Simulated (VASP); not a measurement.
The system is BN.

```
B N
1.0
     2.31480    0.00000    0.00000
     0.00000    2.31480    0.00000
     0.00000    0.00000    2.31480
B N
1 1
Cartesian
  0.0000 0.0000 0.0000
  1.1574 1.1574 1.1574
```

Base run:

```yaml
Program: VASP 6.6.1
Functional: r2SCAN
Potentials_or_basis: VASP PAW PBE potentials, release 64 (B, N)
Cutoff: 520 eV
k_mesh: 8 × 8 × 8
Occupations: fermi-dirac, width 0.02 eV
Spin: no spin polarisation
```

Its results: band gap on the k mesh zero (band 4 reaches 10.08 eV, above the bottom of band 5 at 7.17 eV); pressure -0.8 GPa.

**Question.** After a change of settings the same cell gave: band gap on the k mesh zero (band 4 reaches 9.96 eV, above the bottom of band 5 at 6.72 eV); pressure -7.1 GPa. Which change was it?
A. functional from r2SCAN to HSE06; k mesh from 8 × 8 × 8 to 6 × 6 × 6
B. functional from r2SCAN to PBE; k mesh from 8 × 8 × 8 to 8 × 8 × 8, shifted
C. functional from r2SCAN to PBE; k mesh from 8 × 8 × 8 to 3 × 3 × 3

**Answer.** A.

Caveats: some runs use coarse meshes; the PAW data sets were made with another functional, which shifts forces and pressure a little.
